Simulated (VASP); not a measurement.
A run of VASP 6.6.1 is set up as follows.

INCAR

```
SYSTEM = Al
PREC = Accurate
ENCUT = 520
EDIFF = 1E-6
ISMEAR = 1
SIGMA = 0.1
LREAL = .False.
LASPH = .True.
NELM = 150
ALGO = Normal
ISIF = 2
LWAVE = .False.
LCHARG = .True.
LNONCOLLINEAR = .True.
MAGMOM = 0.289 0.289 0.289
LORBIT = 11
GGA = PS
IVDW = 12
LVHAR = .True.
NBANDS = 14
```

The input KPOINTS:

```
regular mesh
0
Gamma
  8 8 8
  0 0 0
```

POSCAR

```
Al
1.0
    0.0000000000      1.9834708509      1.9834708509
    1.9834708509      0.0000000000      1.9834708509
    1.9834708509      1.9834708509      0.0000000000
Al
1
Direct
    0.0000000000      0.0000000000      0.0000000000
```

Potentials or basis: VASP PAW PBE potentials, release 64 (Al).

Command:

```sh
$ cat potpaw_PBE.64/Al/POTCAR > POTCAR
$ mpirun -np 1 vasp_ncl > vasp.out
```

**Question.** Predict the band gap on the k mesh.

**Answer.** Zero (band 3 reaches 21.45 eV, above the bottom of band 4 at 4.09 eV).

**Question.** What does it give for the pressure?

**Answer.** 0.0 GPa.

Moments on the atoms (μB; x, y, z):
```
Al  0.00 0.00 0.00
```

Caveat: the PAW data sets were made with another functional, which shifts forces and pressure a little; pairwise dispersion overbinds metals, which lowers pressure and volume.
